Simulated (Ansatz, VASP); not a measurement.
Two plane-wave programs on Hf

INCAR

```
SYSTEM = Hf
PREC = Accurate
ENCUT = 520
EDIFF = 1E-6
ISMEAR = 0
SIGMA = 0.1
LREAL = .FALSE.
LASPH = .TRUE.
NELM = 80
ALGO = Normal
ISIF = 2
LWAVE = .FALSE.
LCHARG = .FALSE.
GGA = PS
NBANDS = 50
```

Contents of KPOINTS:

```
Automatic mesh
0
G
  4 4 4
  0 0 0
```

The input POSCAR:

```
Hf
1.0
    5.6515752618      0.0000000000      0.0000000000
    0.0000000000      5.6515752618      0.0000000000
    0.0000000000      0.0000000000      5.6515752618
Hf
8
Direct
    0.5000000000      0.5000000000      0.5000000000
    0.0000000000      0.0000000000      0.0000000000
    0.2500000000      0.0000000000      0.5000000000
    0.5000000000      0.2500000000      0.0000000000
    0.5000000000      0.7500000000      0.0000000000
    0.7500000000      0.0000000000      0.5000000000
    0.0000000000      0.5000000000      0.7500000000
    0.0000000000      0.5000000000      0.2500000000
```

Input for Ansatz:

```yaml
crystal:
  lattice:
    - [5.6515752618, 0.0, 0.0]
    - [0.0, 5.6515752618, 0.0]
    - [0.0, 0.0, 5.6515752618]
  atoms:
    - { symbol: Hf, position: [0.5, 0.5, 0.5] }
    - { symbol: Hf, position: [0.0, 0.0, 0.0] }
    - { symbol: Hf, position: [0.25, 0.0, 0.5] }
    - { symbol: Hf, position: [0.5, 0.25, 0.0] }
    - { symbol: Hf, position: [0.5, 0.75, 0.0] }
    - { symbol: Hf, position: [0.75, 0.0, 0.5] }
    - { symbol: Hf, position: [0.0, 0.5, 0.75] }
    - { symbol: Hf, position: [0.0, 0.5, 0.25] }
basis:
  ecutwfc: 420
kpoints:
  mp_grid: { grid: [4, 4, 4] }
hamiltonian:
  xc: pbesol
scf:
  occupations: { method: gaussian, width: 0.1 }
  lower_state_search: "off"
output:
  forces: true
  stress: true
  eigenvalues: true
```

Alike in both runs: task single point; functional PBEsol; k mesh 4 × 4 × 4; occupations gaussian, width 0.1 eV; no spin polarisation.

```csv
,VASP,Ansatz
version,VASP 6.6.1,Ansatz 0.2.0
potentials or method,"VASP PAW PBE potentials, release 64 (Hf_pv), cutoff 520 eV","scalar-relativistic, plane waves, PAW"
valence electrons in the cell,80,208
```

```tsv
	VASP	Ansatz	Ansatz less VASP
gap on the k mesh at the Fermi level (eV)	none	none	-
pressure (GPa)	-5.2	-4.9	+0.34
```

VASP's potentials were made for PBE, not for PBEsol. A gap of «none» marks a metal or a gap that the smearing closes. The functional is the same, so the differences come from potentials, cutoffs and numerics. VASP's potentials hold 80 valence electrons a cell and Ansatz's 208, so a difference there can come from the potentials and not from the codes.

Neither program's run includes spin-orbit coupling.
